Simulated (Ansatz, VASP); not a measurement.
## Sb: VASP beside Ansatz

Contents of INCAR:

```
ALGO = Normal ; EDIFF = 1E-6
ENCUT = 520 ; GGA = PS
ISIF = 2 ; ISMEAR = 0
LASPH = True ; LCHARG = False
LREAL = False ; LWAVE = False
NBANDS = 8 ; NELM = 80
PREC = Accurate ; SIGMA = 0.15
```

KPOINTS

```
k-points
0
Gamma
  16 16 16
```

Contents of POSCAR:

```
Sb
1.0
    3.2864000000      0.0000000000      0.0000000000
    0.0000000000      3.2864000000      0.0000000000
    0.0000000000      0.0000000000      3.0336000000
Sb
1
Direct
    0.0000000000      0.0000000000      0.0000000000
```

Input for Ansatz:

```yaml
crystal:
  lattice:
    - [3.2864, 0.0, 0.0]
    - [0.0, 3.2864, 0.0]
    - [0.0, 0.0, 3.0336]
  atoms:
    - { symbol: Sb, position: [0.0, 0.0, 0.0] }
basis:
  ecutwfc: 420
kpoints:
  mp_grid: { grid: [16, 16, 16] }
hamiltonian:
  xc: pbesol
scf:
  occupations: { method: gaussian, width: 0.15 }
output:
  forces: true
  stress: true
  eigenvalues: true
```

Change from the starting cell: strain +0.040 along x and y, -0.040 along z, atoms carried along.

Alike in both runs: task single point; functional PBEsol; k mesh 16 × 16 × 16; occupations gaussian, width 0.15 eV; no spin polarisation.

```csv
,VASP,Ansatz
version,VASP 6.6.1,Ansatz 0.2.0
potentials or method,"VASP PAW PBE potentials, release 64 (Sb), cutoff 520 eV","scalar-relativistic, plane waves, PAW"
valence electrons in the cell,5,15
```

Ansatz gave:

```
gap on the k mesh at the Fermi level (eV)                     : none
pressure (GPa)                                                : -5.6
traceless stress, the component that is largest in VASP (GPa) : 4.51
```

Question: Which values does VASP return?

Answer: gap on the k mesh at the Fermi level (eV): none; pressure (GPa): -5.6; traceless stress, the component that is largest in VASP (GPa): 4.55.

VASP's potentials were made for PBE, not for PBEsol. A gap of «none» marks a metal or a gap that the smearing closes. The functional is the same, so the differences come from potentials, cutoffs and numerics. VASP's potentials hold 5 valence electrons a cell and Ansatz's 15, so a difference there can come from the potentials and not from the codes.

Neither program's run includes spin-orbit coupling.
